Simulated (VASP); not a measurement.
# InSb3 (Pm-3m) in VASP: a series of runs

Runs on InSb3. Level: r2SCAN. Tasks: relaxation of cell and atoms.

All numbers are computed with VASP 6.6.1; they aren't measurements. Logs are shortened: lines on timing, memory, paths and dates and some standing lists are left out, and cuts for length are marked.

## 1. The cell of the first run

Symmetry: Pm-3m, No. 221, cubic system. Conventional cell: a = 4.806 Å, b = 4.806 Å, c = 4.806 Å, α = 90.00°, β = 90.00°, γ = 90.00°. Within 4.5 Å of Sb (site symmetry 4/mmm) lie 8 Sb at 3.40 Å and 4 In at 3.40 Å. Within 4.5 Å of In (site symmetry m-3m) lie 12 Sb at 3.40 Å.

## 2. Relaxation of cell and atoms, r2SCAN, target pressure 10 GPa, at which the enthalpy is minimised

File POSCAR:

```
InSb3
1.0
    4.8063670000      0.0000000000      0.0000000000
    0.0000000000      4.8063670000      0.0000000000
    0.0000000000      0.0000000000      4.8063670000
Sb In
3 1
Direct
    0.5000000000      0.5000000000      0.0000000000
    0.0000000000      0.5000000000      0.5000000000
    0.5000000000      0.0000000000      0.5000000000
    0.0000000000      0.0000000000      0.0000000000
```

File INCAR.step1:

```
PREC = Accurate ; ENCUT = 600
ISMEAR = -1 ; SIGMA = 0.05
LREAL = F ; LASPH = T
NELM = 80 ; GGA = PE
ALGO = Normal ; EDIFF = 1E-4
LWAVE = T ; LCHARG = F
```

File INCAR.step2:

```
PREC = Accurate ; ENCUT = 600
EDIFF = 1E-6 ; ISMEAR = -1
SIGMA = 0.05 ; LREAL = F
LASPH = T ; NELM = 80
ALGO = Normal ; ISIF = 3
LWAVE = F ; LCHARG = F
METAGGA = R2SCAN ; LMIXTAU = T
IBRION = 2 ; NSW = 60
EDIFFG = -0.01 ; PSTRESS = 100.0
ISTART = 1
```

File KPOINTS:

```
Automatic mesh
0
Gamma
  6 6 6
```

Potentials or basis: VASP PAW PBE potentials, release 64 (Sb, In_d).

On the command line:

```sh
$ cat potpaw_PBE.64/Sb/POTCAR potpaw_PBE.64/In_d/POTCAR > POTCAR
$ cp INCAR.step1 INCAR
$ mpirun -np 1 vasp_std > vasp.out
$ cp INCAR.step2 INCAR
$ mpirun -np 1 vasp_std > vasp.out
```

OUTCAR:

```text
PREC = Accurate
   ENCUT = 600
   EDIFF = 1E-6
   ISMEAR = -1
   LREAL = F
   LASPH = T
   NELM = 80
   ISIF = 3
   METAGGA = R2SCAN
   IBRION = 2
   NSW = 60
   EDIFFG = -0.01
   PSTRESS = 100.0
   ISTART = 1

 ion  position               nearest neighbor table
   1  0.500  0.500  0.000-   2 3.40   3 3.40   4 3.40   2 3.40   3 3.40   3 3.40   4 3.40   3 3.40
                             2 3.40   4 3.40   2 3.40   4 3.40
   2  0.000  0.500  0.500-   1 3.40   3 3.40   4 3.40   1 3.40   4 3.40   3 3.40   4 3.40   4 3.40
                             1 3.40   3 3.40   1 3.40   3 3.40
   3  0.500  0.000  0.500-   1 3.40   2 3.40   4 3.40   1 3.40   4 3.40   1 3.40   2 3.40   1 3.40
                             2 3.40   4 3.40   4 3.40   2 3.40
   4  0.000  0.000  0.000-   1 3.40   2 3.40   3 3.40   2 3.40   3 3.40   1 3.40   2 3.40   2 3.40
                             1 3.40   3 3.40   3 3.40   1 3.40

  LATTYP: Found a simple cubic cell.
 ALAT       =     4.8063670000

  Lattice vectors:

 A1 = (   4.8063670000,   0.0000000000,   0.0000000000)
 A2 = (   0.0000000000,   4.8063670000,   0.0000000000)
 A3 = (   0.0000000000,   0.0000000000,   4.8063670000)

Analysis of symmetry for initial positions (statically):
=====================================================================
 Subroutine PRICEL returns:
 Original cell was already a primitive cell.

 Routine SETGRP: Setting up the symmetry group for a
 simple cubic supercell.

 Subroutine GETGRP returns: Found 48 space group operations
 (whereof 48 operations were pure point group operations)
 out of a pool of 48 trial point group operations.

The static configuration has the point symmetry O_h .

Analysis of symmetry for dynamics (positions and initial velocities):
=====================================================================
 Subroutine PRICEL returns:
 Original cell was already a primitive cell.

 Routine SETGRP: Setting up the symmetry group for a
 simple cubic supercell.

 Subroutine GETGRP returns: Found 48 space group operations
 (whereof 48 operations were pure point group operations)
 out of a pool of 48 trial point group operations.

The dynamic configuration has the point symmetry O_h .

 Subroutine INISYM returns: Found 48 space group operations
 (whereof 48 operations are pure point group operations),
 and found     1 'primitive' translations

----------------------------------------------------------------------------------------

                                     Primitive cell

  volume of cell :     111.0327

  direct lattice vectors                    reciprocal lattice vectors
[... 91 lines left out ...]
   NFREE  =      1    steps in history (QN), initial steepest desc. (CG)
   ISIF   =      3    stress and relaxation
   ISYM   =      2    0-nonsym 1-usesym 2-fastsym
   POTIM  = 0.5000    time-step for ionic-motion
   TEBEG  =    0.0;   TEEND  =   0.0 temperature during run
   PSTRESS=  100.0 pullay stress
   NELECT =      28.0000    total number of electrons
   NUPDOWN=      -1.0000    fix difference up-down
   EMIN   =  10.00;   EMAX   =-10.00  energy-range for DOS
   EFERMI =   0.00;   METHOD = LEGACY
   ISMEAR =    -1;   SIGMA  =   0.05  broadening in eV -4-tet -1-fermi 0-gaus
   EFERMI_NEDOS =   21; number of points for ismear=-14 and -15
   IALGO  =     38    algorithm
   IMIX   =      4    mixing-type and parameters
     AMIX     =   0.40;   BMIX     =  1.00
     AMIX_MAG =   1.60;   BMIX_MAG =  1.00
  volume/ion in A,a.u.               =      27.76       187.32
  Fermi-wavevector in a.u.,A,eV,Ry     =   1.034294  1.954532 14.555018  1.069764
  Thomas-Fermi vector in A             =   2.168582
   LORBIT       =      0    0 simple, 1 ext, 2 COOP (PROOUT), +10 PAW based schemes
   METAGGA = R2SCAN    functional components
   LHFCALC =     F    Hartree Fock is set to
   AEXX    =    0.0000 exact exchange contribution
   IVDW    =     0    specifies the selected vdW correction
   LEPSILON=     F    determine dielectric tensor
   LRPA    =     F    only Hartree local field effects (RPA)
 conjugate gradient relaxation of ions
 non-spin polarized calculation
  energy-cutoff  :      600.00
  volume of cell :      111.03
 maximum number of plane-waves:      3755
 NGX is ok and might be reduce to    40
   NGX = 19   NGY = 19   NGZ = 19

--------------------------------------- Ionic step        1  -------------------------------------------

 number of electron      28.0000000 magnetization

 Free energy of the ion-electron system (eV)
  ---------------------------------------------------
  ext. energy  EPLUGINS =         0.00000000
  ---------------------------------------------------
  free energy    TOTEN  =       -98.54904854 eV

  energy without entropy =      -98.53263233  energy(sigma->0) =      -98.54084043

------------------------ aborting loop because EDIFF is reached ----------------------------------------

  FORCE on cell =-STRESS in cart. coord.  units (eV):
  Direction    XX          YY          ZZ          XY          YZ          ZX
  --------------------------------------------------------------------------------------
  -------------------------------------------------------------------------------------
  Total       -0.4148687     -0.4148687     -0.4148687     -0.0000000     -0.0000000     -0.0000000
  in kB       -5.9864654     -5.9864654     -5.9864654     -0.0000000     -0.0000000     -0.0000000
  external PRESSURE =    -105.9864654 kB  Pullay stress =     100.0000000 kB
[... 27 lines left out ...]
--------------------------------------- Ionic step        2  -------------------------------------------

 number of electron      27.9999993 magnetization

 E-fermi :  11.5916     XC(G=0): -12.1023

 val. band max:       11.5633086306   @ k =   0.5000   0.1667   0.0000
 cond. band min:      11.7803041034   @ k =   0.5000   0.5000   0.0000
 fundamental gap:      0.2169954728
 Fermi energy:        11.5916039044

 k-point     1 :       0.0000    0.0000    0.0000
  band No.  band energies     occupation
      1      -3.9072      2.00000
      2      -3.9072      2.00000
      3      -3.8474      2.00000
      4      -3.8474      2.00000
      5      -3.8474      2.00000
      6      -3.5187      2.00000
[... 488 lines left out ...]
--------------------------------------- Ionic step        4  -------------------------------------------

 number of electron      27.9999992 magnetization

 Free energy of the ion-electron system (eV)
  ---------------------------------------------------
  ext. energy  EPLUGINS =         0.00000000
  ---------------------------------------------------
  free energy    TOTEN  =       -98.16809097 eV

  energy without entropy =      -98.14866718  energy(sigma->0) =      -98.15837908

 E-fermi :   9.6545     XC(G=0): -11.4071

 val. band max:        9.6431454513   @ k =   0.5000   0.1667   0.0000
 cond. band min:       9.6648688777   @ k =   0.1667   0.1667   0.1667
 fundamental gap:      0.0217234264
 Fermi energy:         9.6545403846

 k-point     1 :       0.0000    0.0000    0.0000
  band No.  band energies     occupation
      1      -5.6066      2.00000
      2      -5.6066      2.00000
      3      -5.5735      2.00000
      4      -5.5735      2.00000
      5      -5.5735      2.00000
      6      -4.2463      2.00000
[... 444 lines left out ...]
  energy  without entropy=      -98.1486671816  energy(sigma->0) =      -98.15837908

  enthalpy is  TOTEN    =       -92.1831846037 eV   P V=        5.9849063700

 reached required accuracy - stopping structural energy minimisation
```

OUTCAR.step1:

```text
PREC = Accurate
   ENCUT = 600
   ISMEAR = -1
   LREAL = F
   LASPH = T
[... 644 lines left out ...]
      2.40318      2.40318      0.00000         0.000000      0.000000      0.000000
      0.00000      2.40318      2.40318         0.000000      0.000000      0.000000
      2.40318      0.00000      2.40318         0.000000      0.000000      0.000000
      0.00000      0.00000      0.00000         0.000000      0.000000      0.000000
 -----------------------------------------------------------------------------------
    total drift:                               -0.000000     -0.000000     -0.000000

  FREE ENERGIE OF THE ION-ELECTRON SYSTEM (eV)
  ---------------------------------------------------
  free  energy   TOTEN  =       -14.2532540040 eV

  energy  without entropy=      -14.2324224969  energy(sigma->0) =      -14.24283825
```

Wall time 11 min (1 thread of Intel Xeon Platinum 8259CL at 2.50GHz (Skylake/Cascade Lake), shared host); peak memory 0.3 GiB.

What came out:

```yaml
Free_energy: -98.1681 eV
Relaxed_volume: 23.97 Å³/atom
Relaxed_cell: a = 4.577 Å, b = 4.577 Å, c = 4.577 Å, α = 90.00°, β = 90.00°, γ = 90.00°
Space_group_after_relaxing_to_0.1_Å: Pm-3m (No. 221)
Energy_change_on_relaxing_the_run_minimises_the_enthalpy: +95.2 meV/atom
Ionic_steps: 4
Pressure_after_relaxing: 10.0 GPa
Band_gap_on_the_k_mesh: zero (bands 14 and 15 overlap by 5.96 eV)
```

The path:
```
step  energy change (eV)  largest force (eV/Å)  pressure (GPa)  volume (Å³)
   1              0.0000                0.0000           -0.60       111.03
   2              1.6630                0.0000           26.56        84.06
   3              0.3635                0.0000            9.74        96.17
   4              0.3810                0.0000           10.02        95.89
```

Final structure:
```cif
data_structure
_symmetry_space_group_name_H-M 'P 1'
_symmetry_Int_Tables_number 1
_cell_length_a 4.5771
_cell_length_b 4.5771
_cell_length_c 4.5771
_cell_angle_alpha 90.000
_cell_angle_beta 90.000
_cell_angle_gamma 90.000
_cell_volume 95.89
loop_
_atom_site_label
_atom_site_type_symbol
_atom_site_fract_x
_atom_site_fract_y
_atom_site_fract_z
_atom_site_occupancy
Sb1 Sb 0.50000 0.50000 0.00000 1
Sb2 Sb 0.00000 0.50000 0.50000 1
Sb3 Sb 0.50000 0.00000 0.50000 1
In1 In 0.00000 0.00000 0.00000 1
```

Levels at points of the mesh, in eV from the Fermi level:
| k point | band 11 | band 12 | band 13 | band 14 | band 15 | band 16 | band 17 | band 18 |
| --- | --- | --- | --- | --- | --- | --- | --- | --- |
| (0.00, 0.00, 0.00) | -5.32 | -3.51 | 0.54 | 0.54 | 0.54 | 2.09 | 2.09 | 2.09 |
| (0.50, 0.00, 0.00) | -3.59 | -2.68 | -2.68 | -1.38 | -1.03 | 2.75 | 2.75 | 3.07 |
| (0.50, 0.50, 0.00) | -1.72 | -1.60 | -1.60 | -1.40 | -1.40 | -0.09 | 0.96 | 4.19 |
| (0.50, 0.50, 0.50) | -6.13 | -6.13 | -5.23 | 4.55 | 4.55 | 4.64 | 4.64 | 4.64 |

Caveat: the cell is relaxed towards a set pressure, so the run minimises the enthalpy, not the energy; the PAW data sets were made with another functional, which shifts forces and pressure a little; spin-orbit coupling is left out, which moves the levels of the heavy elements.

## 3. Relaxation of cell and atoms, r2SCAN, target pressure 20 GPa, at which the enthalpy is minimised

POSCAR is that of step 2.

File INCAR.step1:

```
PREC = Accurate
ENCUT = 600
ISMEAR = -1
SIGMA = 0.05
LREAL = False
LASPH = True
NELM = 100
GGA = PE
ALGO = Normal
EDIFF = 1E-4
LWAVE = True
LCHARG = False
```

File INCAR.step2:

```
PREC = Accurate
ENCUT = 600
EDIFF = 1E-6
ISMEAR = -1
SIGMA = 0.05
LREAL = False
LASPH = True
NELM = 100
ALGO = Normal
ISIF = 3
LWAVE = False
LCHARG = False
METAGGA = R2SCAN
LMIXTAU = True
IBRION = 2
NSW = 60
EDIFFG = -0.01
PSTRESS = 200.0
ISTART = 1
```

File KPOINTS:

```
regular mesh
0
Gamma
  6 6 6
```

Potentials or basis: VASP PAW PBE potentials, release 64 (Sb, In_d).

On the command line:

```sh
$ cat potpaw_PBE.64/Sb/POTCAR potpaw_PBE.64/In_d/POTCAR > POTCAR
$ cp INCAR.step1 INCAR
$ mpirun -np 1 vasp_std > vasp.out
$ cp INCAR.step2 INCAR
$ mpirun -np 1 vasp_std > vasp.out
```

It took 12 min on 1 thread of Intel Xeon Platinum 8259CL at 2.50GHz (Skylake/Cascade Lake), shared host; peak memory 0.31 GiB.

The run converged. Its results:

| Quantity | Value |
| --- | --- |
| Free energy | -97.4338 eV |
| Relaxed volume | 21.96 Å³/atom |
| Relaxed cell | a = 4.445 Å, b = 4.445 Å, c = 4.445 Å, α = 90.00°, β = 90.00°, γ = 90.00° |
| Space group after relaxing (to 0.1 Å) | Pm-3m (No. 221) |
| Energy change on relaxing (the run minimises the enthalpy) | +278.8 meV/atom |
| Ionic steps | 5 |
| Pressure after relaxing | 20.0 GPa |
| Band gap on the k mesh | zero (bands 14 and 15 overlap by 6.61 eV) |

Step by step:
```
step  energy change (eV)  largest force (eV/Å)  pressure (GPa)  volume (Å³)
   1              0.0000                0.0000           -0.60       111.03
   2              9.5159                0.0000          111.82        62.99
   3              0.9107                0.0000           17.43        89.61
   4              1.0399                0.0000           19.07        88.47
   5              1.1153                0.0000           20.01        87.85
```

Final structure:
```xyz
4
Lattice="4.4455 0.0000 0.0000 0.0000 4.4455 0.0000 0.0000 0.0000 4.4455" Properties=species:S:1:pos:R:3 pbc="T T T"
Sb    2.2227    2.2227    0.0000
Sb    0.0000    2.2227    2.2227
Sb    2.2227    0.0000    2.2227
In    0.0000    0.0000    0.0000
```

Levels at points of the mesh, in eV from the Fermi level:
| k point | band 10 | band 11 | band 12 | band 13 | band 14 | band 15 | band 16 | band 17 | band 18 |
| --- | --- | --- | --- | --- | --- | --- | --- | --- | --- |
| (0.00, 0.00, 0.00) | -5.81 | -5.81 | -3.54 | 0.62 | 0.62 | 0.62 | 2.20 | 2.20 | 2.20 |
| (0.50, 0.00, 0.00) | -3.89 | -3.89 | -2.97 | -2.97 | -1.55 | -1.24 | 3.05 | 3.05 | 3.69 |
| (0.50, 0.50, 0.00) | -2.48 | -1.90 | -1.58 | -1.58 | -1.51 | -1.51 | 0.10 | 0.81 | 4.66 |
| (0.50, 0.50, 0.50) | -6.72 | -6.72 | -6.72 | -5.48 | 5.11 | 5.11 | 5.22 | 5.22 | 5.22 |

Caveat: the cell is relaxed towards a set pressure, so the run minimises the enthalpy, not the energy; the volume moved by over 15 % at a fixed basis, so the end points are rough; the PAW data sets were made with another functional, which shifts forces and pressure a little; spin-orbit coupling is left out, which moves the levels of the heavy elements.

The gap in the log of VASP goes by the Fermi energy; the results here count the filled bands.